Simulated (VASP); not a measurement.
# CO2 in VASP: notebook

CO2 is run at these levels: PBEsol; tasks: single point.

Program: VASP 6.6.1. These are calculated values, not measurements. Logs are shortened: lines on timing, memory, paths and dates and some standing lists are left out, and cuts for length are marked.

## (1) The cell of the first run

The cell holds an amorphous packing of atoms, 30 atoms: a = 8.707 Å, b = 8.707 Å, c = 8.707 Å, α = 90.00°, β = 90.00°, γ = 90.00°.

## (2) Single point, PBEsol

Contents of INCAR:

```
SYSTEM = CO2
PREC     = Accurate       ! precision mode
ENCUT    = 520            ! plane-wave cutoff, eV
EDIFF    = 1E-6           ! SCF threshold, eV
ISMEAR   = -1             ! smearing method
SIGMA    = 0.05           ! smearing width, eV
LREAL    = Auto         
LASPH    = .True.         ! aspherical terms in the spheres
NELM     = 80             ! most SCF steps
ALGO     = Normal         ! electronic algorithm
ISIF     = 2              ! what is computed and relaxed
LWAVE    = .False.        ! write WAVECAR
LCHARG   = .False.        ! write CHGCAR
GGA      = PS             ! functional
NBANDS   = 101            ! bands
```

Contents of KPOINTS:

```
regular mesh
0
Gamma
  1 1 1
  0 0 0
```

Contents of POSCAR:

```
CO2
1.0
    8.7065880000      0.0000000000      0.0000000000
    0.0000000000      8.7065880000      0.0000000000
    0.0000000000      0.0000000000      8.7065880000
C O
10 20
Direct
    0.0876347887      0.1179451698      0.4657737336
   -0.0323662955      0.3273383328      0.1268924176
    0.5729224812      0.0609538432      0.1860200575
    0.9025004973      0.7028700566      0.7631232809
    0.3526295261      0.1276045220     -0.1639448197
    0.7826372398      0.3239386083      0.7206037543
    0.5792854790      0.7066373188      0.4939133447
    0.9388982228      0.8012553253      0.1615213675
    0.4916277191      0.6305340278      1.0456220049
    0.1674823708      0.5859241301      0.3858227816
    0.0123240011      0.1707672397      0.5637684935
    0.1477272153      0.0645143654      0.3600836516
   -0.1184735054      0.2611011340      0.2067399996
    0.0606552188      0.3930127393      0.0546712443
    0.5920229601      0.1234582365      0.3020241684
    0.5598289479     -0.0063859689      0.0720259188
    0.8374463108      0.6163378812      0.8476454841
    0.9563332961      0.7966840742      0.6805421366
    0.2939268517      0.1756600864     -0.0515242021
    0.4107004948      0.0759310076     -0.2734940484
    0.8124996841      0.2520849729      0.8335871641
    0.7506614531      0.4019944437      0.6142015678
    0.6331986767      0.7964313920      0.4105052404
    0.5126807424      0.6239413189      0.5750358234
    0.9198207151      0.7059481854      0.2549219051
    0.9381861184      0.8891887385      0.0578068010
    0.6090790101      0.6547111222      1.1089533581
    0.3858572382      0.6017052834      0.9694957428
    0.2520734873      0.6719968833      0.3308643983
    0.0798016399      0.5005175391      0.4400116326
```

Potentials or basis: VASP PAW PBE potentials, release 64 (C, O).

On the command line:

```console
$ cat potpaw_PBE.64/C/POTCAR potpaw_PBE.64/O/POTCAR > POTCAR
$ mpirun -np 1 vasp_gam > vasp.out
```

OUTCAR:

```text
SYSTEM = CO2
   PREC = Accurate
   ENCUT = 520
   EDIFF = 1E-6
   ISMEAR = -1
   LREAL = Auto
   LASPH = .True.
   NELM = 80
   ISIF = 2
   GGA = PS

 ion  position               nearest neighbor table
   1  0.088  0.118  0.466-  12 1.16  11 1.17
   2  0.968  0.327  0.127-  13 1.17  14 1.17
   3  0.573  0.061  0.186-  16 1.16  15 1.16
   4  0.903  0.703  0.763-  18 1.18  17 1.20
   5  0.353  0.128  0.836-  20 1.17  19 1.18
   6  0.783  0.324  0.721-  22 1.18  21 1.19
   7  0.579  0.707  0.494-  24 1.16  23 1.17
   8  0.939  0.801  0.162-  25 1.17  26 1.18
   9  0.492  0.631  0.046-  28 1.16  27 1.18
  10  0.167  0.586  0.386-  29 1.15  30 1.17
  11  0.012  0.171  0.564-   1 1.17
  12  0.148  0.065  0.360-   1 1.16
  13  0.882  0.261  0.207-   2 1.17
  14  0.061  0.393  0.055-   2 1.17
  15  0.592  0.123  0.302-   3 1.16
  16  0.560  0.994  0.072-   3 1.16
[... 12 lines left out ...]
  29  0.252  0.672  0.331-  10 1.15
  30  0.080  0.501  0.440-  10 1.17

  LATTYP: Found a simple cubic cell.
 ALAT       =     8.7065880000

  Lattice vectors:

 A1 = (   8.7065880000,   0.0000000000,   0.0000000000)
 A2 = (   0.0000000000,   8.7065880000,   0.0000000000)
 A3 = (   0.0000000000,   0.0000000000,   8.7065880000)

Analysis of symmetry for initial positions (statically):
=====================================================================
 Subroutine PRICEL returns:
 Original cell was already a primitive cell.

 Routine SETGRP: Setting up the symmetry group for a
 simple cubic supercell.

 Subroutine GETGRP returns: Found  1 space group operations
 (whereof  1 operations were pure point group operations)
 out of a pool of 48 trial point group operations.

The static configuration has the point symmetry C_1 .

Analysis of symmetry for dynamics (positions and initial velocities):
=====================================================================
 Subroutine PRICEL returns:
 Original cell was already a primitive cell.

 Routine SETGRP: Setting up the symmetry group for a
 simple cubic supercell.

 Subroutine GETGRP returns: Found  1 space group operations
 (whereof  1 operations were pure point group operations)
 out of a pool of 48 trial point group operations.

The dynamic configuration has the point symmetry C_1 .

 Subroutine INISYM returns: Found  1 space group operations
[... 130 lines left out ...]
   LREAL  =      T    real-space projection
   EDIFFG = 0.1E-04   stopping-criterion for IOM
   NSW    =      0    number of steps for IOM
   IBRION =     -1    ionic relax: 0-MD 1-quasi-New 2-CG
   NFREE  =      0    steps in history (QN), initial steepest desc. (CG)
   ISIF   =      2    stress and relaxation
   ISYM   =      2    0-nonsym 1-usesym 2-fastsym
   POTIM  = 0.5000    time-step for ionic-motion
   TEBEG  =    0.0;   TEEND  =   0.0 temperature during run
   PSTRESS=    0.0 pullay stress
   NELECT =     160.0000    total number of electrons
   NUPDOWN=      -1.0000    fix difference up-down
   EMIN   =  10.00;   EMAX   =-10.00  energy-range for DOS
   EFERMI =   0.00;   METHOD = LEGACY
   ISMEAR =    -1;   SIGMA  =   0.05  broadening in eV -4-tet -1-fermi 0-gaus
   EFERMI_NEDOS =   21; number of points for ismear=-14 and -15
   IALGO  =     38    algorithm
   IMIX   =      4    mixing-type and parameters
     AMIX     =   0.40;   BMIX     =  1.00
     AMIX_MAG =   1.60;   BMIX_MAG =  1.00
  volume/ion in A,a.u.               =      22.00       148.46
  Fermi-wavevector in a.u.,A,eV,Ry     =   1.020783  1.929000 14.177247  1.041998
  Thomas-Fermi vector in A             =   2.154372
   LORBIT       =      0    0 simple, 1 ext, 2 COOP (PROOUT), +10 PAW based schemes
   GGA     = PS    functional components
   LHFCALC =     F    Hartree Fock is set to
   AEXX    =    0.0000 exact exchange contribution
   IVDW    =     0    specifies the selected vdW correction
   LEPSILON=     F    determine dielectric tensor
   LRPA    =     F    only Hartree local field effects (RPA)
 non-spin polarized calculation
  energy-cutoff  :      520.00
  volume of cell :      660.00
 maximum number of plane-waves:      8923
 NGX is ok and might be reduce to    70
   NGX = 33   NGY = 33   NGZ = 33

 number of electron     160.0000008 magnetization

 Free energy of the ion-electron system (eV)
  ---------------------------------------------------
  ext. energy  EPLUGINS =         0.00000000
  ---------------------------------------------------
  free energy    TOTEN  =      -237.21008856 eV

  energy without entropy =     -237.21008856  energy(sigma->0) =     -237.21008856

 E-fermi :  -3.9930     XC(G=0):  -6.0581

 val. band max:       -5.2585057418   @ k =   0.0000   0.0000   0.0000
 cond. band min:       0.9924181440   @ k =   0.0000   0.0000   0.0000
 fundamental gap:      6.2509238858
 Fermi energy:        -3.9929699748

 k-point     1 :       0.0000    0.0000    0.0000
  band No.  band energies     occupation
      1     -26.0373      2.00000
      2     -25.9169      2.00000
      3     -25.7401      2.00000
      4     -25.7123      2.00000
      5     -25.6971      2.00000
      6     -25.6587      2.00000
[... 84 lines left out ...]
     91       2.8011      0.00000
     92       2.8587      0.00000
 [bands above 92 left out]

------------------------ aborting loop because EDIFF is reached ----------------------------------------

  FORCE on cell =-STRESS in cart. coord.  units (eV):
  Direction    XX          YY          ZZ          XY          YZ          ZX
  --------------------------------------------------------------------------------------
  -------------------------------------------------------------------------------------
  Total        2.5695903      1.5996469      2.6772083      1.0116766      3.9061466     -1.2553858
  in kB        6.2377863      3.8832086      6.4990332      2.4558865      9.4823316     -3.0475007
  external PRESSURE =       5.5400094 kB  Pullay stress =       0.0000000 kB

 VOLUME and BASIS-vectors are now :
 -----------------------------------------------------------------------------
  energy-cutoff  :      520.00
  volume of cell :      660.00
      direct lattice vectors                 reciprocal lattice vectors
     8.706588000  0.000000000  0.000000000     0.114855555  0.000000000  0.000000000
     0.000000000  8.706588000  0.000000000     0.000000000  0.114855555  0.000000000
     0.000000000  0.000000000  8.706588000     0.000000000  0.000000000  0.114855555

 POSITION                                       TOTAL-FORCE (eV/Angst)
 -----------------------------------------------------------------------------------
      0.76300      1.02690      4.05530        -1.542033      0.557698      0.721907
      8.42479      2.85000      1.10480         0.407501      0.008581      0.243910
      4.98820      0.53070      1.61960         0.344954      0.023622      0.587686
      7.85770      6.11960      6.64420        -0.954923      0.034532      0.592369
      3.07020      1.11100      7.27919        -0.505599      0.172744      1.144462
      6.81410      2.82040      6.27400         0.112266     -0.062634      0.947836
[... 22 lines left out ...]
      2.19470      5.85080      2.88070         1.512290      1.352569     -0.867304
      0.69480      4.35780      3.83100        -0.353189     -0.738811      0.485717
 -----------------------------------------------------------------------------------
    total drift:                                0.005536      0.010153      0.000232

  FREE ENERGIE OF THE ION-ELECTRON SYSTEM (eV)
  ---------------------------------------------------
  free  energy   TOTEN  =      -237.2100885627 eV

  energy  without entropy=     -237.2100885626  energy(sigma->0) =     -237.21008856
```

OSZICAR:

```text
N       E                     dE             d eps       ncg     rms          rms(c)
DAV:   1     0.153141719414E+04    0.15314E+04   -0.88356E+04   210   0.145E+03
DAV:   2    -0.889330180329E+02   -0.16204E+04   -0.15732E+04   260   0.358E+02
DAV:   3    -0.249319210777E+03   -0.16039E+03   -0.15954E+03   228   0.121E+02
DAV:   4    -0.252880110735E+03   -0.35609E+01   -0.35429E+01   260   0.191E+01
DAV:   5    -0.252969323181E+03   -0.89212E-01   -0.88827E-01   268   0.283E+00    0.295E+01
DAV:   6    -0.238680885616E+03    0.14288E+02   -0.51678E+01   236   0.234E+01    0.137E+01
DAV:   7    -0.237590109239E+03    0.10908E+01   -0.26190E+00   244   0.590E+00    0.767E+00
DAV:   8    -0.237238404542E+03    0.35170E+00   -0.20367E+00   244   0.456E+00    0.160E+00
DAV:   9    -0.237203813628E+03    0.34591E-01   -0.13902E-01   236   0.137E+00    0.726E-01
DAV:  10    -0.237208032994E+03   -0.42194E-02   -0.44210E-02   244   0.665E-01    0.198E-01
DAV:  11    -0.237209946599E+03   -0.19136E-02   -0.25349E-03   252   0.240E-01    0.834E-02
DAV:  12    -0.237210261723E+03   -0.31512E-03   -0.50817E-04   252   0.120E-01    0.437E-02
DAV:  13    -0.237210125629E+03    0.13609E-03   -0.33987E-04   252   0.965E-02    0.185E-02
DAV:  14    -0.237210101364E+03    0.24266E-04   -0.80003E-05   260   0.449E-02    0.128E-02
DAV:  15    -0.237210090295E+03    0.11068E-04   -0.18716E-05   244   0.248E-02    0.677E-03
DAV:  16    -0.237210088773E+03    0.15228E-05   -0.82103E-06   236   0.157E-02    0.409E-03
DAV:  17    -0.237210088563E+03    0.21001E-06   -0.29391E-06   196   0.765E-03
   1 F= -.23721009E+03 E0= -.23721009E+03  d E =-.528425E-10
```

stdout:

```text
POSCAR found type information on POSCAR C O
 POSCAR found :  2 types and      30 ions
 scaLAPACK will be used
 -----------------------------------------------------------------------------
|                                                                             |
|                                                                             |
|     You enforced a specific xc type in the INCAR file but a different       |
|     I HOPE YOU KNOW WHAT YOU ARE DOING!                                     |
|                                                                             |
 -----------------------------------------------------------------------------

 LDA part: xc-table for (Slater+PW92), standard interpolation
 POSCAR, INCAR and KPOINTS ok, starting setup
 FFT: planning ... GRIDC
 FFT: planning ... GRID_SOFT
 FFT: planning ... GRID
 WAVECAR not read
 entering main loop
```

Wall time 2 min (1 thread of Intel Xeon Platinum 8488C (Sapphire Rapids), shared host); peak memory 0.64 GiB.

Results:

| Property | Result |
| --- | --- |
| Free energy | -237.2101 eV |
| Pressure | 0.6 GPa |
| Largest force | 2.207 eV/Å |
| Band gap on the k mesh | 6.25 eV |

Forces on the atoms (eV/Å):
```
C   -1.542  0.558  0.722
C    0.408  0.009  0.244
C    0.345  0.024  0.588
C   -0.955  0.035  0.592
C   -0.506  0.173  1.144
C    0.112 -0.063  0.948
C   -0.558  0.538 -0.345
C   -1.117  0.188 -1.280
C    1.949  0.114  0.122
C   -0.938 -0.732  0.480
O    0.249  0.148  0.622
O    1.347 -0.794 -1.337
O   -0.207 -0.035 -0.155
O   -0.192  0.114 -0.102
O   -0.075  0.834  1.174
O   -0.354 -0.810 -1.719
O    1.230  1.100 -1.185
O   -0.185 -1.028  0.640
O    0.308 -0.124 -0.642
O    0.191 -0.070 -0.523
O   -0.456  0.784 -1.603
O    0.299 -0.872  0.602
O    0.714  0.446 -0.385
O   -0.306 -0.877  0.819
O    0.535  0.214  0.269
O    0.556 -0.292  0.875
O   -0.723 -0.071  0.159
O   -1.288 -0.124 -0.342
O    1.512  1.353 -0.867
O   -0.353 -0.739  0.486
```

Stress tensor (GPa, compression positive):
```
 0.62  0.25 -0.30
 0.25  0.39  0.95
-0.30  0.95  0.65
```

Caveat: the k points lie up to 0.72 Å⁻¹ apart; the PAW data sets were made with another functional, which shifts forces and pressure a little.

## (3) Single point, PBEsol

Contents of INCAR:

```
ALGO = Normal
EDIFF = 1E-7
ENCUT = 520
GGA = PS
ISIF = 2
ISMEAR = -1
LASPH = True
LCHARG = False
LREAL = Auto
LWAVE = False
NBANDS = 101
NELM = 100
PREC = Accurate
SIGMA = 0.05
```

Contents of KPOINTS:

```
k-points
0
Gamma
  1 1 1
```

Contents of POSCAR:

```
CO2
1.0
    8.7065880000      0.0000000000      0.0000000000
    0.0000000000      8.7065880000      0.0000000000
    0.0000000000      0.0000000000      8.7065880000
C O
10 20
Direct
    0.1383205453      0.0582662232      0.4558731848
   -0.0534767466      0.3750608160      0.1370341631
    0.4915702914      0.1062873309      0.2497074629
    0.8862714074      0.6917290677      0.7793064286
    0.3649190705      0.1581331286     -0.1987230819
    0.7952943220      0.2989804961      0.6825521088
    0.5417736546      0.7578399254      0.5316548802
    0.9426195428      0.7816839386      0.1213908365
    0.5142772347      0.6076662867      1.0372834915
    0.1969887630      0.5542699390      0.3835026993
    0.1266741920      0.1050009487      0.5775856168
    0.1618199919      0.0061907144      0.3353437650
   -0.1640022475      0.3239156372      0.1878922030
    0.0558657421      0.4294793781      0.0800313510
    0.4644299236      0.1934971541      0.3465077250
    0.5120720080      0.0230285388      0.1461422086
    0.7916419153      0.6379536967      0.8582007096
    0.9850931272      0.7347654443      0.6980001810
    0.3116720350      0.2476400629     -0.1161074809
    0.4222205070      0.0700389177     -0.2849221762
    0.7667412309      0.2196612496      0.7860025075
    0.8289469997      0.3709834438      0.5730603079
    0.6245615389      0.8444180430      0.4728832925
    0.4711145170      0.6634746011      0.5970421479
    0.9183046217      0.6852741855      0.2105302330
    0.9766971861      0.8816427285      0.0369720033
    0.5791476523      0.6014755723      1.1553435169
    0.4332236692      0.6204956523      0.9336493239
    0.2423337362      0.6710780388      0.3392373683
    0.1562954397      0.4359112892      0.4287787593
```

Potentials or basis: VASP PAW PBE potentials, release 64 (C, O).

On the command line:

```console
$ cat potpaw_PBE.64/C/POTCAR potpaw_PBE.64/O/POTCAR > POTCAR
$ mpirun -np 1 vasp_gam > vasp.out
```

Wall time 2.5 min (1 thread of Intel Xeon Platinum 8488C (Sapphire Rapids), shared host); peak memory 0.64 GiB.

The run converged. Its results:

| Item | Value |
| --- | --- |
| Free energy | -237.2723 eV |
| Pressure | 2.0 GPa |
| Largest force | 3.820 eV/Å |
| Band gap on the k mesh | 6.33 eV |

Forces in eV/Å, atoms in the order of the input:
```
C    0.784 -0.933 -1.814
C    1.579  0.916 -1.099
C   -0.109 -0.522 -1.167
C    1.063 -0.136 -0.830
C    1.099 -1.419 -1.543
C    0.602  0.371 -1.481
C   -0.148 -1.238  0.844
C    0.794  1.102 -0.354
C    0.247  0.229  2.355
C    0.188 -0.242  0.131
O   -0.852  1.480  3.417
O   -0.103 -0.473 -1.592
O   -2.005 -1.116  1.110
O    0.434 -0.026 -0.093
O   -0.128  0.949  1.356
O    0.273 -0.414 -0.224
O   -0.566 -0.037  0.424
O   -0.411  0.156  0.232
O   -0.690  0.977  1.048
O   -0.276  0.365  0.548
O   -0.413 -0.509  1.157
O   -0.208  0.154  0.357
O    0.541  1.148 -0.769
O   -0.365  0.094 -0.131
O   -0.521 -0.689  0.661
O   -0.321 -0.200 -0.116
O    0.682 -0.235  0.017
O   -1.037  0.035 -2.290
O    0.519  1.645 -0.680
O   -0.651 -1.430  0.526
```

Stress tensor (GPa, compression positive):
```
 1.24  0.57 -0.48
 0.57  1.82  0.00
-0.48  0.00  2.89
```

Levels at points of the mesh, in eV from the valence-band top:
```csv
k point,band 76,band 77,band 78,band 79,band 80,band 81,band 82,band 83,band 84,band 85
"(0.00, 0.00, 0.00)",-0.20,-0.15,-0.10,-0.08,0.00,6.33,7.46,7.67,7.75,7.76
```

Caveat: the k points lie up to 0.72 Å⁻¹ apart; the PAW data sets were made with another functional, which shifts forces and pressure a little.
